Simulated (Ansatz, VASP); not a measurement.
# Ge in VASP and in Ansatz

```
Ge
1.0
     2.83564    0.00000    0.00000
    -1.41782    2.45574    0.00000
     0.00000    0.00000    2.63865
Ge
1
Cartesian
  0.0000 0.0000 0.0000
```

Alike in both runs: functional PBEsol; k mesh 24 × 24 × 22; occupations gaussian, width 0.1 eV; no spin polarisation.

Ansatz relaxed the structure, and its values are those at the end. VASP's run is a single point on that final structure, the one shown.

|  | VASP | Ansatz |
| --- | --- | --- |
| version | VASP 6.6.1 | Ansatz 0.2.0 |
| potentials or method | VASP PAW PBE potentials, release 64 (Ge_d), cutoff 520 eV | scalar-relativistic, plane waves, PAW |
| valence electrons in the cell | 14 | 14 |

```tsv
	VASP	Ansatz	Ansatz less VASP
gap on the k mesh at the Fermi level (eV)	none	none	-
pressure (GPa)	-0.1	0.0	+0.14
```

VASP's potentials were made for PBE, not for PBEsol. A gap of «none» marks a metal or a gap that the smearing closes. With one functional, cell and mesh, what is left measures potentials, basis and numerics.
